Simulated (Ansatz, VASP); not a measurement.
ZnCd3O in VASP and in Ansatz

```
Zn Cd O
1.0
     4.29357    0.00000    0.00000
     0.00000    4.29357    0.00000
     0.00000    0.00000    5.49338
Zn Cd O
1 3 1
Direct
  0.50000 0.50000 0.55549
  0.50000 0.00000 0.20279
  0.00000 0.50000 0.20279
  0.00000 0.00000 0.62442
  0.00000 0.00000 0.02272
```

Change from the starting cell: species swapped into the LaSiPt3 type (P4mm, No. 99).

Alike in both runs: functional PBE; k mesh 4 × 4 × 4; occupations gaussian, width 0.1 eV; no spin polarisation.

Ansatz relaxed the structure, and its values are those at the end. VASP's run is a single point on that final structure, the one shown.

|  | VASP | Ansatz |
| --- | --- | --- |
| version | VASP 6.6.1 | Ansatz 0.2.0 |
| potentials or method | VASP PAW PBE potentials, release 64 (Zn, Cd, O), cutoff 520 eV | scalar-relativistic, plane waves, PAW |
| valence electrons in the cell | 54 | 78 |

|  | VASP | Ansatz | Ansatz less VASP |
| --- | --- | --- | --- |
| gap on the k mesh at the Fermi level (eV) | none | none | - |
| pressure (GPa) | 0.6 | 0.1 | -0.49 |
| rms of the force components (eV/Å) | 0.020 | 0.005 | -0.0147 |

A gap of «none» marks a metal or a gap that the smearing closes. With one functional, cell and mesh, what is left measures potentials, basis and numerics. VASP's potentials hold 54 valence electrons a cell and Ansatz's 78, so a difference there can come from the potentials and not from the codes.

The k mesh is coarse, so the values compare programs but aren't converged.
